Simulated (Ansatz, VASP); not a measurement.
# BeS in VASP and in Ansatz

The input POSCAR:

```
BeS
1.0
    2.9413850451      0.0000000000      0.0000000000
    0.0000000000      2.9413850451      0.0000000000
    0.0000000000      0.0000000000      2.9413850451
Be S
1 1
Direct
    0.0000000000      0.0000000000      0.0000000000
    0.5000000000      0.5000000000      0.5000000000
```

Contents of INCAR.step1:

```
PREC = Accurate ; ENCUT = 520
EDIFF = 1E-5 ; ISMEAR = -1
SIGMA = 0.02 ; LREAL = False
LASPH = True ; NELM = 120
ALGO = Normal ; ISIF = 2
LWAVE = True ; LCHARG = False
GGA = PE ; NBANDS = 11
GGA_COMPAT = False
```

The input INCAR.step2:

```
PREC = Accurate ; ENCUT = 520
EDIFF = 1E-6 ; ISMEAR = -1
SIGMA = 0.02 ; LREAL = False
LASPH = True ; NELM = 120
ALGO = Normal ; ISIF = 2
LWAVE = False ; LCHARG = False
GGA = PE ; LHFCALC = True
HFSCREEN = 0.2079 ; PRECFOCK = Normal
ISTART = 1 ; NBANDS = 11
GGA_COMPAT = False
```

File KPOINTS:

```
Automatic mesh
0
Gamma
  4 4 4
```

Input for Ansatz:

```yaml
crystal:
  lattice:
    - [2.9413850451, 0.0, 0.0]
    - [0.0, 2.9413850451, 0.0]
    - [0.0, 0.0, 2.9413850451]
  atoms:
    - { symbol: Be, position: [0.0, 0.0, 0.0] }
    - { symbol: S, position: [0.5, 0.5, 0.5] }
kpoints:
  mp_grid: { grid: [4, 4, 4] }
hamiltonian:
  xc: hse06
scf:
  occupations: { method: fermi_dirac, width: 0.02 }
  n_extra_bands: 4
  exx: { ecutfock_ratio: 2 }
output:
  forces: true
  stress: true
  eigenvalues: true
```

Alike in both runs: task single point; functional HSE06; k mesh 4 × 4 × 4; occupations fermi-dirac, width 0.02 eV; no spin polarisation.

|  | VASP | Ansatz |
| --- | --- | --- |
| version | VASP 6.6.1 | Ansatz 0.2.0 |
| potentials or method | VASP PAW PBE potentials, release 64 (Be, S) | plane waves |
| plane-wave cutoff (eV) | 520 | 420 |
| valence electrons in the cell | 8 | 8 |

VASP gave:

| Quantity | Value |
| --- | --- |
| pressure (GPa) | -3.7 |

Task: Estimate Ansatz's values.

Result: Pressure (GPa): -3.3.

The functional is the same, so the differences come from potentials, cutoffs and numerics. Ansatz's warnings: filled band counts differ across k points, stress exchange threshold loose, stress scf threshold loose.

The k mesh is coarse, so the values compare programs but aren't converged.
